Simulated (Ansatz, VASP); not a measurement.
**Two plane-wave programs on LiCl**

```
Li Cl
1.0
     0.00026    0.00000    5.18097
    -4.18897    4.15939    2.59018
    -4.18966   -4.15937    2.59019
Li Cl
4 4
Direct
  0.64209 0.50077 0.21481
  0.35854 0.49922 0.78518
  0.14293 0.21486 0.50051
  0.85809 0.78512 0.49953
  0.65037 0.19720 0.50120
  0.34877 0.80281 0.49882
  0.15027 0.50147 0.19716
  0.84894 0.49854 0.80279
```

Change from the starting cell: cell x1, atoms moved at random (sigma 0.1 Å) and cell strained at random (1.5 %), then relaxed without symmetry.

Alike in both runs: functional PBE; k mesh 4 × 4 × 4; occupations gaussian, width 0.1 eV; no spin polarisation.

Ansatz relaxed the structure, and its values are those at the end. VASP's run is a single point on that final structure, the one shown.

```csv
,VASP,Ansatz
version,VASP 6.6.1,Ansatz 0.2.0
potentials or method,"VASP PAW PBE potentials, release 64 (Li_sv, Cl), cutoff 520 eV","scalar-relativistic, plane waves, PAW"
valence electrons in the cell,40,40
```

Ansatz gave:

| Property | Result |
| --- | --- |
| gap on the k mesh at the Fermi level (eV) | 5.42 |
| least direct gap on the mesh (eV) | 5.42 |

Problem. Estimate VASP's values.

Solution. gap on the k mesh at the Fermi level (eV): 5.43; least direct gap on the mesh (eV): 5.43.

Noted on VASP's run: the cutoff is short for stress, so the pressure is rough.
